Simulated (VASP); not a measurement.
Write the native input for VASP 6.6.1 that does the following.

```yaml
Task: single point
Functional: HSE06
Potentials_or_basis: VASP PAW PBE potentials, release 64 (B, P)
Cutoff: 520 eV
k_mesh: 6 × 6 × 6
Occupations: gaussian, width 0.01 eV
Spin: no spin polarisation
Dipole_correction: no
Grid_for_exact_exchange_PRECFOCK: Normal
Further_INCAR_settings: ALGO = Normal; EDIFF = 1e-07; NBANDS = 11
Share_of_exact_exchange: 0.25
Screening_parameter: 0.2079 1/Å
```

Crystal: BP.

```
CELL_PARAMETERS angstrom
0.00000 2.26832 2.17758
2.26832 0.00000 2.17758
2.26832 2.26832 0.00000
ATOMIC_POSITIONS crystal
B 0.00000 0.00000 0.00000
P 0.25000 0.25000 0.25000
```

This cell differs from its parent crystal: uniaxial z strain -4.0%.

These files were run (other wordings do the same):

POSCAR

```
BP
1.0
    0.0000000000      2.2683156689      2.1775830422
    2.2683156689      0.0000000000      2.1775830422
    2.2683156689      2.2683156689      0.0000000000
B P
1 1
Direct
    0.0000000000      0.0000000000      0.0000000000
    0.2500000000      0.2500000000      0.2500000000
```

INCAR.step1

```
SYSTEM = BP
PREC = Accurate
ENCUT = 520
EDIFF = 1E-5
ISMEAR = 0
SIGMA = 0.01
LREAL = .False.
LASPH = .True.
NELM = 60
ALGO = Normal
ISIF = 2
LWAVE = .True.
NBANDS = 11
GGA = PE
```

INCAR.step2

```
SYSTEM = BP
PREC = Accurate
ENCUT = 520
EDIFF = 1E-7
ISMEAR = 0
SIGMA = 0.01
LREAL = .False.
LASPH = .True.
NELM = 60
ALGO = Normal
ISIF = 2
LWAVE = .False.
LCHARG = .True.
GGA = PE
LHFCALC = .True.
HFSCREEN = 0.2079
PRECFOCK = Normal
LELF = .True.
LVHAR = .True.
NBANDS = 11
ISTART = 1
```

KPOINTS

```
Automatic mesh
0
Gamma
  6 6 6
  0 0 0
```

Potentials or basis: VASP PAW PBE potentials, release 64 (B, P).

Launch:

```bash
$ cat potpaw_PBE.64/B/POTCAR potpaw_PBE.64/P/POTCAR > POTCAR
$ cp INCAR.step1 INCAR
$ mpirun -np 1 vasp_std > vasp.out
$ cp INCAR.step2 INCAR
$ mpirun -np 1 vasp_std > vasp.out
```

It gave:

```yaml
Pressure: 5.5 GPa
Band_gap_on_the_k_mesh: 1.38 eV (least direct gap 3.98 eV)
```

Caveat: the cell differs from its parent crystal (uniaxial z strain -4.0%); the stress differs along the axes, from 2 to 13 GPa; the PAW data sets were made with another functional, which shifts forces and pressure a little.

Wall time 9.1 min on 1 thread of Intel(R) Xeon(R) Platinum 8488C (Sapphire Rapids), on a shared host, peak memory 0.24 GiB.
